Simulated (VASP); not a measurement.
# Li2S (Fm-3m) in VASP: notebook, part 3 of 3

VASP 6.6.1. Earlier steps stand in the parts before.

### 5 Electric field gradients, LDA (volume scaled by 1.02)

The input, INCAR:

```
SYSTEM = Li2S
PREC = Accurate ; ENCUT = 650
EDIFF = 1E-8 ; ISMEAR = -1
SIGMA = 0.02 ; LREAL = .FALSE.
LASPH = .TRUE. ; NELM = 120
ALGO = Normal ; ISIF = 2
LWAVE = .FALSE. ; LCHARG = .FALSE.
GGA = CA ; LEFG = .TRUE.
NBANDS = 13 ; GGA_COMPAT = .FALSE.
```

The input, KPOINTS:

```
regular mesh
0
G
  7 7 7
  0 0 0
```

The input, POSCAR:

```
Li2S
1.0
    0.0000000000      2.8729012131      2.8729012131
    2.8729012131      0.0000000000      2.8729012131
    2.8729012131      2.8729012131      0.0000000000
Li S
2 1
Direct
    0.2500000000      0.2500000000      0.2500000000
    0.7500000000      0.7500000000      0.7500000000
    0.0000000000      0.0000000000      0.0000000000
```

Potentials or basis: VASP PAW LDA potentials, release 64 (Li_sv, S).

Launch:

```console
$ cat potpaw_LDA.64/Li_sv/POTCAR potpaw_LDA.64/S/POTCAR > POTCAR
$ mpirun -np 1 vasp_std > vasp.out
```

OUTCAR:

```text
SYSTEM = Li2S
   PREC = Accurate
   ENCUT = 650
   EDIFF = 1E-8
   ISMEAR = -1
   LREAL = .FALSE.
   LASPH = .TRUE.
   NELM = 120
   ISIF = 2
   GGA = CA

 ion  position               nearest neighbor table
   1  0.250  0.250  0.250-   3 2.49   3 2.49   3 2.49   3 2.49
   2  0.750  0.750  0.750-   3 2.49   3 2.49   3 2.49   3 2.49
   3  0.000  0.000  0.000-   2 2.49   2 2.49   2 2.49   1 2.49   2 2.49   1 2.49   1 2.49   1 2.49

  LATTYP: Found a face centered cubic cell.
 ALAT       =     5.7458024262

  Lattice vectors:

 A1 = (   0.0000000000,   2.8729012131,   2.8729012131)
 A2 = (   2.8729012131,   0.0000000000,   2.8729012131)
 A3 = (   2.8729012131,   2.8729012131,   0.0000000000)

Analysis of symmetry for initial positions (statically):
=====================================================================
 Subroutine PRICEL returns:
 Original cell was already a primitive cell.

 Routine SETGRP: Setting up the symmetry group for a
 face centered cubic supercell.

 Subroutine GETGRP returns: Found 48 space group operations
 (whereof 48 operations were pure point group operations)
 out of a pool of 48 trial point group operations.

The static configuration has the point symmetry O_h .

Analysis of symmetry for dynamics (positions and initial velocities):
=====================================================================
 Subroutine PRICEL returns:
 Original cell was already a primitive cell.

 Routine SETGRP: Setting up the symmetry group for a
 face centered cubic supercell.

[... 468 lines left out ...]
      7       6.3152      0.00000
      8       8.3928      0.00000
      9       9.7996      0.00000
     10      10.3154      0.00000
     11      11.8123      0.00000
     12      12.0498      0.00000
     13      14.4395      0.00000

------------------------ aborting loop because EDIFF is reached ----------------------------------------

  FORCE on cell =-STRESS in cart. coord.  units (eV):
  Direction    XX          YY          ZZ          XY          YZ          ZX
  --------------------------------------------------------------------------------------
  -------------------------------------------------------------------------------------
  Total       -1.1121493     -1.1121493     -1.1121493      0.0000000      0.0000000      0.0000000
  in kB      -37.5734954    -37.5734954    -37.5734954      0.0000000      0.0000000      0.0000000
  external PRESSURE =     -37.5734954 kB  Pullay stress =       0.0000000 kB

 VOLUME and BASIS-vectors are now :
 -----------------------------------------------------------------------------
  energy-cutoff  :      650.00
  volume of cell :       47.42
      direct lattice vectors                 reciprocal lattice vectors
     0.000000000  2.872901213  2.872901213    -0.174040095  0.174040095  0.174040095
     2.872901213  0.000000000  2.872901213     0.174040095 -0.174040095  0.174040095
     2.872901213  2.872901213  0.000000000     0.174040095  0.174040095 -0.174040095

 POSITION                                       TOTAL-FORCE (eV/Angst)
 -----------------------------------------------------------------------------------
      1.43645      1.43645      1.43645         0.000000      0.000000     -0.000000
      4.30935      4.30935      4.30935        -0.000000     -0.000000      0.000000
      0.00000      0.00000      0.00000        -0.000000      0.000000      0.000000
 -----------------------------------------------------------------------------------
    total drift:                                0.000000      0.000000      0.000000

  FREE ENERGIE OF THE ION-ELECTRON SYSTEM (eV)
  ---------------------------------------------------
  free  energy   TOTEN  =       -12.9621961729 eV

  energy  without entropy=      -12.9621961729  energy(sigma->0) =      -12.96219617

 Electric field gradients (V/A^2)
---------------------------------------------------------------------
 ion       V_xx      V_yy      V_zz      V_xy      V_xz      V_yz
---------------------------------------------------------------------
   1      -0.000     0.000    -0.000     0.003     0.003     0.003
   2      -0.000     0.000    -0.000     0.003     0.003     0.003
   3       0.000     0.000     0.000     0.000     0.000     0.000
---------------------------------------------------------------------

 Electric field gradients after diagonalization (V/A^2)
 (convention: |V_zz| > |V_xx| > |V_yy|)
----------------------------------------------------------------------
 ion       V_xx      V_yy      V_zz     asymmetry (V_yy - V_xx)/ V_zz
----------------------------------------------------------------------
   1      -0.003    -0.003     0.005       0.000
   2      -0.003    -0.003     0.005       0.000
   3      -0.000    -0.000     0.000       0.000
----------------------------------------------------------------------

           NMR quadrupolar parameters

 Cq : quadrupolar parameter    Cq=e*Q*V_zz/h
 eta: asymmetry parameters     (V_yy - V_xx)/ V_zz
 Q  : nuclear electric quadrupole moment in mb (millibarn)
----------------------------------------------------------------------
 ion       Cq(MHz)       eta       Q (mb)
----------------------------------------------------------------------
   1       0.000       0.000       1.000
   2       0.000       0.000       1.000
   3       0.000       0.000       1.000
----------------------------------------------------------------------
```

OSZICAR:

```text
N       E                     dE             d eps       ncg     rms          rms(c)
DAV:   1     0.483136676791E+02    0.48314E+02   -0.60310E+03   520   0.104E+03
DAV:   2    -0.585731299354E+01   -0.54171E+02   -0.50986E+02   646   0.209E+02
DAV:   3    -0.131395703868E+02   -0.72823E+01   -0.72352E+01   996   0.488E+01
DAV:   4    -0.133035385013E+02   -0.16397E+00   -0.16393E+00   660   0.105E+01
DAV:   5    -0.133083871807E+02   -0.48487E-02   -0.48485E-02   839   0.132E+00    0.381E+00
DAV:   6    -0.129969038325E+02    0.31148E+00   -0.51122E-01   639   0.278E+00    0.275E+00
DAV:   7    -0.129642214354E+02    0.32682E-01   -0.10710E-01   763   0.141E+00    0.162E+00
DAV:   8    -0.129626499518E+02    0.15715E-02   -0.17916E-02   686   0.746E-01    0.693E-01
DAV:   9    -0.129622407293E+02    0.40922E-03   -0.74009E-04   762   0.153E-01    0.441E-01
DAV:  10    -0.129621999693E+02    0.40760E-04   -0.30915E-04   600   0.929E-02    0.473E-02
DAV:  11    -0.129621964917E+02    0.34776E-05   -0.51509E-05   694   0.422E-02    0.672E-02
DAV:  12    -0.129621965364E+02   -0.44609E-07   -0.48666E-06   796   0.152E-02    0.341E-02
DAV:  13    -0.129621962046E+02    0.33174E-06   -0.61058E-07   735   0.618E-03    0.568E-03
DAV:  14    -0.129621961787E+02    0.25955E-07   -0.80832E-08   858   0.191E-03    0.152E-03
DAV:  15    -0.129621961729E+02    0.57480E-08   -0.30285E-08   657   0.105E-03
   1 F= -.12962196E+02 E0= -.12962196E+02  d E =-.786141E-13
```

Run time: 9.5 s. Hardware: 1 thread of Intel Xeon 6975P-C (Granite Rapids), shared host; peak memory 0.16 GiB.

Results:

```
Free energy            : -12.9622 eV
Pressure               : -3.8 GPa
Band gap on the k mesh : 3.33 eV, indirect (least direct gap 3.94 eV)
```

Caveat: without QUAD_EFG the Cq values of the log hold for a quadrupole moment of 1 mb, not for the nuclei. A k mesh can miss the band edges.

### 6 Electric field gradients, LDA (volume scaled by 1.06)

The input, INCAR:

```
  PREC = Accurate
  ENCUT = 650
  EDIFF = 1E-8
  ISMEAR = -1
  SIGMA = 0.02
  LREAL = False
  LASPH = True
  NELM = 120
  ALGO = Normal
  ISIF = 2
  LWAVE = False
  LCHARG = False
  LEFG = True
  NBANDS = 13
  GGA_COMPAT = False
```

The input, KPOINTS:

```
Automatic mesh
0
Gamma
  7 7 7
```

The input, POSCAR:

```
Li2S
1.0
    0.0000000000      2.9099749952      2.9099749952
    2.9099749952      0.0000000000      2.9099749952
    2.9099749952      2.9099749952      0.0000000000
Li S
2 1
Direct
    0.2500000000      0.2500000000      0.2500000000
    0.7500000000      0.7500000000      0.7500000000
    0.0000000000      0.0000000000      0.0000000000
```

Potentials or basis: VASP PAW LDA potentials, release 64 (Li_sv, S).

Launch:

```console
$ cat potpaw_LDA.64/Li_sv/POTCAR potpaw_LDA.64/S/POTCAR > POTCAR
$ mpirun -np 1 vasp_std > vasp.out
```

OUTCAR:

```text
PREC = Accurate
   ENCUT = 650
   EDIFF = 1E-8
   ISMEAR = -1
   LREAL = False
   LASPH = True
   NELM = 120
   ISIF = 2

 ion  position               nearest neighbor table
   1  0.250  0.250  0.250-   3 2.52   3 2.52   3 2.52   3 2.52
   2  0.750  0.750  0.750-   3 2.52   3 2.52   3 2.52   3 2.52
   3  0.000  0.000  0.000-   1 2.52   2 2.52   2 2.52   2 2.52   2 2.52   1 2.52   1 2.52   1 2.52

  LATTYP: Found a face centered cubic cell.
 ALAT       =     5.8199499904

  Lattice vectors:

 A1 = (   0.0000000000,   2.9099749952,   2.9099749952)
 A2 = (   2.9099749952,   0.0000000000,   2.9099749952)
 A3 = (   2.9099749952,   2.9099749952,   0.0000000000)

[... 531 lines left out ...]
 Electric field gradients (V/A^2)
---------------------------------------------------------------------
 ion       V_xx      V_yy      V_zz      V_xy      V_xz      V_yz
---------------------------------------------------------------------
   1      -0.000    -0.000     0.000     0.002     0.002     0.002
   2      -0.000    -0.000     0.000     0.002     0.002     0.002
   3       0.000    -0.000     0.000    -0.000    -0.000    -0.000
---------------------------------------------------------------------

 Electric field gradients after diagonalization (V/A^2)
 (convention: |V_zz| > |V_xx| > |V_yy|)
----------------------------------------------------------------------
 ion       V_xx      V_yy      V_zz     asymmetry (V_yy - V_xx)/ V_zz
----------------------------------------------------------------------
   1      -0.002    -0.002     0.005       0.000
   2      -0.002    -0.002     0.005       0.000
   3       0.000     0.000    -0.000       0.000
----------------------------------------------------------------------

           NMR quadrupolar parameters

 Cq : quadrupolar parameter    Cq=e*Q*V_zz/h
 eta: asymmetry parameters     (V_yy - V_xx)/ V_zz
 Q  : nuclear electric quadrupole moment in mb (millibarn)
----------------------------------------------------------------------
 ion       Cq(MHz)       eta       Q (mb)
----------------------------------------------------------------------
   1       0.000       0.000       1.000
   2       0.000       0.000       1.000
   3      -0.000       0.000       1.000
----------------------------------------------------------------------
```

OSZICAR:

```text
N       E                     dE             d eps       ncg     rms          rms(c)
DAV:   1     0.536401897005E+02    0.53640E+02   -0.59262E+03   520   0.101E+03
DAV:   2    -0.577250461321E+01   -0.59413E+02   -0.56570E+02   659   0.217E+02
DAV:   3    -0.130497435155E+02   -0.72772E+01   -0.72348E+01   993   0.509E+01
DAV:   4    -0.132602934279E+02   -0.21055E+00   -0.21050E+00   688   0.106E+01
DAV:   5    -0.132660842866E+02   -0.57909E-02   -0.57904E-02   847   0.140E+00    0.374E+00
DAV:   6    -0.129478980670E+02    0.31819E+00   -0.53397E-01   664   0.281E+00    0.267E+00
DAV:   7    -0.129158078814E+02    0.32090E-01   -0.10577E-01   758   0.140E+00    0.159E+00
DAV:   8    -0.129142415141E+02    0.15664E-02   -0.18694E-02   698   0.758E-01    0.706E-01
DAV:   9    -0.129137782265E+02    0.46329E-03   -0.81416E-04   752   0.162E-01    0.446E-01
DAV:  10    -0.129137320680E+02    0.46158E-04   -0.36760E-04   610   0.999E-02    0.495E-02
DAV:  11    -0.129137300116E+02    0.20564E-05   -0.51312E-05   746   0.427E-02    0.686E-02
DAV:  12    -0.129137298402E+02    0.17144E-06   -0.44715E-06   766   0.146E-02    0.282E-02
DAV:  13    -0.129137295695E+02    0.27068E-06   -0.55397E-07   680   0.590E-03    0.728E-03
DAV:  14    -0.129137295270E+02    0.42504E-07   -0.94880E-08   971   0.207E-03    0.126E-03
DAV:  15    -0.129137295236E+02    0.33587E-08   -0.21672E-08   598   0.941E-04
   1 F= -.12913730E+02 E0= -.12913730E+02  d E =-.297558E-12
```

Run time: 11 s. Hardware: 1 thread of Intel Xeon 6975P-C (Granite Rapids), shared host; peak memory 0.16 GiB.

What came out:

```
Free energy            : -12.9137 eV
Pressure               : -4.9 GPa
Band gap on the k mesh : 3.34 eV, indirect (least direct gap 3.76 eV)
```

Levels at points of the mesh, in eV from the valence-band top:
```tsv
k point	band 4	band 5	band 6	band 7	band 8	band 9
(0.00, 0.00, 0.00)	0.00	0.00	0.00	3.76	5.99	5.99
```

Caveat: without QUAD_EFG the Cq values of the log hold for a quadrupole moment of 1 mb, not for the nuclei. A k mesh can miss the band edges.

### 7 The runs side by side

| cell | gap on the mesh (eV) | pressure (GPa) |
| --- | --- | --- |
| a = 3.982 Å, angles 60.0°, 3 atoms | 3.30 | -1.6 |
| a = 4.023 Å, angles 60.0°, 3 atoms | 3.31 | -2.8 |
| a = 4.063 Å, angles 60.0°, 3 atoms | 3.33 | -3.8 |
| a = 4.115 Å, angles 60.0°, 3 atoms | 3.34 | -4.9 |

Alike in all rows: task electric field gradients; level LDA; potentials or basis VASP PAW LDA potentials, release 64 (Li_sv, S); no spin polarisation; k mesh 7 × 7 × 7; cutoff (eV) 650; smearing fermi-dirac 0.02 eV.

Absolute energies hang on the potentials; compare differences alone.
